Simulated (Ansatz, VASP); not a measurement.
## NaBe in VASP and in Ansatz

File INCAR:

```
ALGO     = Normal         # electronic algorithm
EDIFF    = 1E-6           # SCF threshold, eV
EDIFFG   = -0.01          # ionic threshold
ENCUT    = 600            # plane-wave cutoff, eV
GGA      = PE             # functional
IBRION   = 2              # ionic algorithm
ISIF     = 3              # what is computed and relaxed
ISMEAR   = 0              # smearing method
LASPH    = True           # aspherical terms in the spheres
LCHARG   = False          # write CHGCAR
LREAL    = False          # projectors in reciprocal space
LWAVE    = False          # write WAVECAR
NELM     = 80             # most SCF steps
NSW      = 100            # ionic steps
PREC     = Accurate       # precision mode
SIGMA    = 0.1            # smearing width, eV
```

The input KPOINTS:

```
k-points
0
Gamma
  12 12 12
```

The input POSCAR:

```
NaBe
1.0
    0.0000000000      3.2442676182      3.2442676182
    3.2442676182      0.0000000000      3.2442676182
    3.2442676182      3.2442676182      0.0000000000
Na Be
2 2
Direct
    0.0000000000      0.0000000000      0.0000000000
    0.2500000000      0.2500000000      0.2500000000
    0.5000000000      0.5000000000      0.5000000000
    0.7500000000      0.7500000000      0.7500000000
```

Input for Ansatz:

```yaml
crystal:
  lattice:
    - [0.0, 3.2442676182, 3.2442676182]
    - [3.2442676182, 0.0, 3.2442676182]
    - [3.2442676182, 3.2442676182, 0.0]
  atoms:
    - { symbol: Na, position: [0.0, 0.0, 0.0] }
    - { symbol: Na, position: [0.25, 0.25, 0.25] }
    - { symbol: Be, position: [0.5, 0.5, 0.5] }
    - { symbol: Be, position: [0.75, 0.75, 0.75] }
basis:
  ecutwfc: 420
kpoints:
  mp_grid: { grid: [12, 12, 12] }
hamiltonian:
  xc: pbe
scf:
  occupations: { method: gaussian, width: 0.1 }
output:
  forces: true
  stress: true
  eigenvalues: true
relax:
  adjacent_minimum: "off"
  f_tol: 0.01
  max_steps: 80
  cell: { stress_tol: 0.05 }
```

Alike in both runs: task relaxation of cell and atoms; functional PBE; k mesh 12 × 12 × 12; occupations gaussian, width 0.1 eV; no spin polarisation.

```csv
,VASP,Ansatz
version,VASP 6.6.1,Ansatz 0.2.0
potentials or method,"VASP PAW PBE potentials, release 64 (Na_pv, Be), cutoff 600 eV","scalar-relativistic, plane waves, PAW"
valence electrons in the cell,18,22
```

```csv
,VASP,Ansatz,Ansatz less VASP
"gap on the k mesh at the Fermi level, each at its own relaxed structure (eV)",none,none,-
relaxed volume (Å³/atom),17.11,17.13,+0.020
relaxed length of the cell vector where the two differ most in proportion (Å),4.592,4.594,+0.0018
```

A gap of «none» marks a metal or a gap that the smearing closes. VASP's potentials hold 18 valence electrons a cell and Ansatz's 22, so a difference there can come from the potentials and not from the codes.
